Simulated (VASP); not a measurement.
A run of VASP 6.6.1 is set up as follows.

Contents of INCAR:

```
SYSTEM = HfN
  PREC = Accurate
  ENCUT = 600
  EDIFF = 1E-7
  ISMEAR = -1
  SIGMA = 0.15
  LREAL = .FALSE.
  LASPH = .TRUE.
  NELM = 120
  ALGO = Normal
  ISIF = 3
  LWAVE = .FALSE.
  LCHARG = .FALSE.
  GGA = PE
  IBRION = 2
  NSW = 80
  EDIFFG = -0.001
  PSTRESS = 90.0
  GGA_COMPAT = .FALSE.
  NELMIN = 4
```

KPOINTS

```
regular mesh
0
G
  16 16 16
  0 0 0
```

The input POSCAR:

```
HfN
1.0
    0.0000000000      2.2743602385      2.2743602385
    2.2743602385      0.0000000000      2.2743602385
    2.2743602385      2.2743602385      0.0000000000
Hf N
1 1
Direct
    0.0000000000      0.0000000000      0.0000000000
    0.5000000000      0.5000000000      0.5000000000
```

Potentials or basis: VASP PAW PBE potentials, release 64 (Hf_pv, N).

Launch:

```bash
$ cat potpaw_PBE.64/Hf_pv/POTCAR potpaw_PBE.64/N/POTCAR > POTCAR
$ mpirun -np 1 vasp_std > vasp.out
```

(1) Predict the relaxed volume.

(2) Predict the space group after relaxing (to 0.05 Å).

(3) What does it give for the relaxed cell?

Answers

(1) 11.30 Å³/atom.

(2) Fm-3m (No. 225).

(3) a = 3.173 Å, b = 3.173 Å, c = 3.173 Å, α = 60.00°, β = 60.00°, γ = 60.00°.

Caveat: the cell is relaxed towards a set pressure, so the enthalpy falls and the energy may rise.
